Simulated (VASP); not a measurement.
Set up this calculation in VASP 6.6.1, as the native input.

| Quantity | Value |
| --- | --- |
| Task | relaxation of cell and atoms |
| Functional | PBEsol |
| Potentials or basis | VASP PAW PBE potentials, release 64 (Be, Ag) |
| Cutoff | 600 eV |
| k mesh | 18 × 18 × 6 |
| Occupations | fermi-dirac, width 0.15 eV |
| Spin | no spin polarisation |
| Dipole correction | no |
| Further INCAR settings | ALGO = Normal; EDIFF = 1e-06; IBRION = 2; EDIFFG = -0.001; NSW = 80; ISIF = 3 |

The structure of Be3Ag lies in POSCAR:

```
Be3Ag
1.0
    2.6059673721      0.0000000000      0.0000000000
   -1.3029836861      2.2568339456      0.0000000000
    0.0000000000      0.0000000000      7.5258327470
Be Ag
3 1
Direct
    0.0000000000      0.0000000000      0.5000000000
    0.6666666667      0.3333333333      0.2735166151
    0.6666666667      0.3333333333      0.7264833849
    0.0000000000      0.0000000000      0.0000000000
```

One way to write it, as run:

INCAR

```
ALGO     = Normal         # electronic algorithm
EDIFF    = 1E-6           # SCF threshold, eV
EDIFFG   = -0.001         # ionic threshold
ENCUT    = 600            # plane-wave cutoff, eV
GGA      = PS             # functional
IBRION   = 2              # ionic algorithm
ISIF     = 3              # what is computed and relaxed
ISMEAR   = -1             # smearing method
LASPH    = T              # aspherical terms in the spheres
LCHARG   = F              # write CHGCAR
LREAL    = F              # projectors in reciprocal space
LWAVE    = F              # write WAVECAR
NELM     = 100            # most SCF steps
NSW      = 80             # ionic steps
PREC     = Accurate       # precision mode
SIGMA    = 0.15           # smearing width, eV
```

KPOINTS

```
k-points
0
Gamma
  18 18 6
```

Potentials or basis: VASP PAW PBE potentials, release 64 (Be, Ag).

Command:

```console
$ cat potpaw_PBE.64/Be/POTCAR potpaw_PBE.64/Ag/POTCAR > POTCAR
$ mpirun -np 1 vasp_std > vasp.out
```

It gave:

```json
{
 "Energy gained by relaxing": "0.0 meV/atom",
 "Ionic steps": "5",
 "Pressure after relaxing": "0.0 GPa",
 "Band gap on the k mesh": "zero (an odd number of electrons rules out a gap without spin polarisation)"
}
```

Caveat: the PAW data sets were made with another functional, which shifts forces and pressure a little.

Wall time 95 s on 1 thread of Intel(R) Xeon(R) Platinum 8559C (Emerald Rapids), on a shared host, peak memory 0.26 GiB.
